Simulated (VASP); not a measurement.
# Hg (P6_3/mmc) in VASP: a series of runs

Runs on Hg. Level: PBEsol+D3(BJ). Tasks: single point.

Everything below comes from runs of VASP 6.6.1. Logs are shortened: lines on timing, memory, paths and dates and some standing lists are left out, and cuts for length are marked.

### 1 The cell of the first run

The structure is hexagonal, space group P6_3/mmc (No. 194). The conventional cell has a = 3.214 Å, b = 3.214 Å, c = 5.257 Å, α = 90.00°, β = 90.00°, γ = 120.00°. Hg (site symmetry -6m2) has 12 Hg at 3.21 to 3.22 Å within 4.2 Å.

### 2 Single point, PBEsol+D3(BJ) (23.52 Å³/atom)

INCAR reads:

```
ALGO = Fast
EDIFF = 1E-7
ENCUT = 520
GGA = PS
ISIF = 2
ISMEAR = 0
IVDW = 12
LASPH = True
LCHARG = True
LELF = True
LREAL = False
LVHAR = True
LWAVE = False
NBANDS = 19
NELM = 80
PREC = Accurate
SIGMA = 0.15
```

KPOINTS reads:

```
k-points
0
Gamma
  18 18 10
```

POSCAR reads:

```
Hg
1.0
    3.2144518625      0.0000000000      0.0000000000
   -1.6072259313      2.7837969722      0.0000000000
    0.0000000000      0.0000000000      5.2565931308
Hg
2
Direct
    0.6666666667      0.3333333333      0.7500000000
    0.3333333333      0.6666666667      0.2500000000
```

Potentials or basis: VASP PAW PBE potentials, release 64 (Hg).

Command:

```console
$ cat potpaw_PBE.64/Hg/POTCAR > POTCAR
$ mpirun -np 1 vasp_std > vasp.out
```

OUTCAR:

```text
EDIFF = 1E-7
   ENCUT = 520
   GGA = PS
   ISIF = 2
   ISMEAR = 0
   IVDW = 12
   LASPH = True
   LREAL = False
   NELM = 80
   PREC = Accurate
 IVDW          = 12

 ion  position               nearest neighbor table
   1  0.667  0.333  0.750-   2 3.22   2 3.22   2 3.22   2 3.22   2 3.22   2 3.22
   2  0.333  0.667  0.250-   1 3.22   1 3.22   1 3.22   1 3.22   1 3.22   1 3.22

  LATTYP: Found a hexagonal cell.
 ALAT       =     3.2144518625
 C/A-ratio  =     1.6353000000

  Lattice vectors:

 A1 = (   3.2144518625,   0.0000000000,   0.0000000000)
 A2 = (  -1.6072259313,   2.7837969722,   0.0000000000)
 A3 = (   0.0000000000,   0.0000000000,   5.2565931308)

Analysis of symmetry for initial positions (statically):
=====================================================================
 Subroutine PRICEL returns:
 Original cell was already a primitive cell.

 Routine SETGRP: Setting up the symmetry group for a
 hexagonal supercell.

 Subroutine GETGRP returns: Found 24 space group operations
 (whereof 12 operations were pure point group operations)
 out of a pool of 24 trial point group operations.

The static configuration has the point symmetry D_3d.
 The point group associated with its full space group is D_6h.

Analysis of symmetry for dynamics (positions and initial velocities):
=====================================================================
 Subroutine PRICEL returns:
 Original cell was already a primitive cell.

 Routine SETGRP: Setting up the symmetry group for a
 hexagonal supercell.

 Subroutine GETGRP returns: Found 24 space group operations
 (whereof 12 operations were pure point group operations)
 out of a pool of 24 trial point group operations.

The dynamic configuration has the point symmetry D_3d.
 The point group associated with its full space group is D_6h.

 Subroutine INISYM returns: Found 24 space group operations
 (whereof 12 operations are pure point group operations),
 and found     1 'primitive' translations

----------------------------------------------------------------------------------------

                                     Primitive cell

  volume of cell :      47.0380

[... 81 lines left out ...]
   ICHARG =      2    charge: 1-file 2-atom 10-const
   ISPIN  =      1    spin polarized calculation?
   LNONCOLLINEAR =      F non collinear calculations
   LSORBIT =      F    spin-orbit coupling
   LASPH  =      T    aspherical Exc in radial PAW
   ENCUT  =  520.0 eV  38.22 Ry    6.18 a.u.   5.98  5.98  9.77*2*pi/ulx,y,z
   NELM   =     80;   NELMIN=  2; NELMDL= -5     # of ELM steps
   EDIFF  = 0.1E-06   stopping-criterion for ELM
   LREAL  =      F    real-space projection
   EDIFFG = 0.1E-05   stopping-criterion for IOM
   NSW    =      0    number of steps for IOM
   IBRION =     -1    ionic relax: 0-MD 1-quasi-New 2-CG
   NFREE  =      0    steps in history (QN), initial steepest desc. (CG)
   ISIF   =      2    stress and relaxation
   ISYM   =      2    0-nonsym 1-usesym 2-fastsym
   POTIM  = 0.5000    time-step for ionic-motion
   TEBEG  =    0.0;   TEEND  =   0.0 temperature during run
   PSTRESS=    0.0 pullay stress
   NELECT =      24.0000    total number of electrons
   NUPDOWN=      -1.0000    fix difference up-down
   EMIN   =  10.00;   EMAX   =-10.00  energy-range for DOS
   EFERMI =   0.00;   METHOD = LEGACY
   ISMEAR =     0;   SIGMA  =   0.15  broadening in eV -4-tet -1-fermi 0-gaus
   EFERMI_NEDOS =   21; number of points for ismear=-14 and -15
   IALGO  =     68    algorithm
   IMIX   =      4    mixing-type and parameters
     AMIX     =   0.40;   BMIX     =  1.00
     AMIX_MAG =   1.60;   BMIX_MAG =  1.00
  volume/ion in A,a.u.               =      23.52       158.71
  Fermi-wavevector in a.u.,A,eV,Ry     =   1.308164  2.472072 23.283566  1.711294
  Thomas-Fermi vector in A             =   2.438850
   LORBIT       =      0    0 simple, 1 ext, 2 COOP (PROOUT), +10 PAW based schemes
   GGA     = PS    functional components
   LHFCALC =     F    Hartree Fock is set to
   AEXX    =    0.0000 exact exchange contribution
   IVDW    =    12    specifies the selected vdW correction
   LEPSILON=     F    determine dielectric tensor
   LRPA    =     F    only Hartree local field effects (RPA)
 non-spin polarized calculation
 RMM-DIIS sequential band-by-band and
 Gauss-broadening in eV      SIGMA  =   0.15
  energy-cutoff  :      520.00
  volume of cell :       47.04
 maximum number of plane-waves:      1294
 NGX is ok and might be reduce to    24
   NGX = 11   NGY = 11   NGZ = 19

 number of electron      23.9999999 magnetization

 Free energy of the ion-electron system (eV)
  ---------------------------------------------------
  ext. energy  EPLUGINS =         0.00000000
  ---------------------------------------------------
  free energy    TOTEN  =        -1.08726327 eV

  energy without entropy =       -1.07830988  energy(sigma->0) =       -1.08278657

 E-fermi :   2.3853     XC(G=0): -11.0700

 val. band max:        2.3801533474   @ k =   0.3333   0.1111   0.1000
 cond. band min:       2.3937564459   @ k =   0.2778   0.2778   0.2000
 fundamental gap:      0.0136030985
 Fermi energy:         2.3852792073

 k-point     1 :       0.0000    0.0000    0.0000
  band No.  band energies     occupation
      1      -6.5468      2.00000
      2      -5.4277      2.00000
      3      -4.4114      2.00000
      4      -4.3321      2.00000
      5      -4.3321      2.00000
      6      -4.1955      2.00000
[... 505 lines left out ...]
      6      -4.0234      2.00000
[... 11 lines left out ...]
     18      13.4797      0.00000
     19      14.4183      0.00000

 [... further k-points ...]

------------------------ aborting loop because EDIFF is reached ----------------------------------------

 Edisp (eV)   -0.84825

 E8    (eV) :    -0.5752

  FORCE on cell =-STRESS in cart. coord.  units (eV):
  Direction    XX          YY          ZZ          XY          YZ          ZX
  --------------------------------------------------------------------------------------
  -------------------------------------------------------------------------------------
  Total      -0.65582    -0.65582    -0.80027     0.00000    -0.00000     0.00000
  in kB     -22.33809   -22.33809   -27.25822     0.00000    -0.00000     0.00000
  external pressure =      -23.98 kB  Pullay stress =        0.00 kB

 VOLUME and BASIS-vectors are now :
 -----------------------------------------------------------------------------
  energy-cutoff  :      520.00
  volume of cell :       47.04
      direct lattice vectors                 reciprocal lattice vectors
     3.214451862  0.000000000  0.000000000     0.311095030  0.179610800  0.000000000
    -1.607225931  2.783796972  0.000000000     0.000000000  0.359221599  0.000000000
     0.000000000  0.000000000  5.256593131     0.000000000  0.000000000  0.190237284

 POSITION                                       TOTAL-FORCE (eV/Angst)
 -----------------------------------------------------------------------------------
      1.60723      0.92793      3.94244        -0.000000     -0.000000      0.000000
     -0.00000      1.85586      1.31415         0.000000      0.000000      0.000000
 -----------------------------------------------------------------------------------
    total drift:                                0.000000     -0.000000      0.000000

  FREE ENERGIE OF THE ION-ELECTRON SYSTEM (eV)
  ---------------------------------------------------
  free  energy   TOTEN  =        -1.9355166703 eV

  energy  without entropy=       -1.9265632773  energy(sigma->0) =       -1.93103997
```

OSZICAR:

```text
N       E                     dE             d eps       ncg     rms          rms(c)
DAV:   1     0.182036163882E+03    0.18204E+03   -0.12579E+04  8436   0.123E+03
DAV:   2     0.303470701837E+01   -0.17900E+03   -0.17064E+03  8808   0.319E+02
DAV:   3    -0.118243708399E+01   -0.42171E+01   -0.42014E+01  9553   0.537E+01
DAV:   4    -0.118908922197E+01   -0.66521E-02   -0.66512E-02  9279   0.208E+00
DAV:   5    -0.118909838012E+01   -0.91582E-05   -0.91578E-05  9301   0.757E-02    0.518E+00
RMM:   6    -0.109626893364E+01    0.92829E-01   -0.19177E-01  8484   0.367E+00    0.395E+00
RMM:   7    -0.108806221525E+01    0.82067E-02   -0.29899E-02  8727   0.115E+00    0.157E+00
RMM:   8    -0.108723369385E+01    0.82852E-03   -0.37813E-03  8923   0.745E-01    0.915E-02
RMM:   9    -0.108725386303E+01   -0.20169E-04   -0.13608E-04  9316   0.108E-01    0.435E-02
RMM:  10    -0.108726345089E+01   -0.95879E-05   -0.36426E-05  9127   0.743E-02    0.798E-03
RMM:  11    -0.108726319521E+01    0.25568E-06   -0.34281E-06  9391   0.166E-02    0.151E-03
RMM:  12    -0.108726326806E+01   -0.72854E-07   -0.20824E-07  6424   0.529E-03
   1 F= -.19355167E+01 E0= -.19310400E+01  d E =-.895339E-02
```

Run time: 2.2 min. Hardware: 1 thread of Oxide Virtual Turin-like, shared host; peak memory 0.25 GiB.

Results:

```
Free energy                : -1.9355 eV
Pressure                   : -2.4 GPa
Band gap on the k mesh     : zero (bands 12 and 13 overlap by 1.65 eV)
Dispersion energy per atom : -0.424 eV
```

Caveat: the PAW data sets were made with another functional, which shifts forces and pressure a little; spin-orbit coupling is left out, which moves the levels of the heavy elements.

### 3 Single point, PBEsol+D3(BJ) (23.52 Å³/atom)

INCAR reads:

```
SYSTEM = Hg
ALGO = Fast ; EDIFF = 1E-6
ENCUT = 520 ; GGA = PS
ISIF = 2 ; ISMEAR = 0
IVDW = 12 ; LASPH = .TRUE.
LCHARG = .TRUE. ; LELF = .TRUE.
LREAL = .FALSE. ; LVHAR = .TRUE.
LWAVE = .FALSE. ; NBANDS = 19
NELM = 80 ; PREC = Accurate
SIGMA = 0.15
```

KPOINTS reads:

```
k-points
0
G
  18 18 10
  0 0 0
```

POSCAR reads:

```
Hg
1.0
    3.1717762535      0.0000000000      0.0000000000
   -1.5858881267      2.7468388106      0.0000000000
    0.0000000000      0.0000000000      5.3989975386
Hg
2
Direct
    0.6666666667      0.3333333333      0.7500000000
    0.3333333333      0.6666666667      0.2500000000
```

Potentials or basis: VASP PAW PBE potentials, release 64 (Hg).

Command:

```console
$ cat potpaw_PBE.64/Hg/POTCAR > POTCAR
$ mpirun -np 1 vasp_std > vasp.out
```

Wall time 2.2 min (1 thread of Oxide Virtual Turin-like, shared host); peak memory 0.25 GiB.

Results (log left out):

```yaml
Free_energy: -1.9327 eV
Pressure: -2.5 GPa
Band_gap_on_the_k_mesh: zero (bands 12 and 13 overlap by 1.97 eV)
Dispersion_energy_per_atom: -0.424 eV
```

Stress tensor (GPa, compression positive):
```
-2.43  0.00  0.00
 0.00 -2.43  0.00
 0.00  0.00 -2.75
```

Levels at points of the mesh, in eV from the Fermi level:
```csv
k point,band 9,band 10,band 11,band 12,band 13,band 14,band 15,band 16
"(0.00, 0.00, 0.00)",-6.28,-5.70,-5.70,-1.86,-1.68,13.36,13.37,13.37
"(0.50, 0.00, 0.00)",-5.54,-5.47,-2.02,-1.97,2.60,2.76,4.07,7.14
"(0.00, 0.00, 0.50)",-5.91,-5.91,-5.91,-5.91,6.01,6.01,13.76,13.76
"(0.50, 0.00, 0.50)",-5.50,-5.50,-1.07,-1.07,-0.18,-0.18,9.43,9.43
```

Caveat: the PAW data sets were made with another functional, which shifts forces and pressure a little; spin-orbit coupling is left out, which moves the levels of the heavy elements.
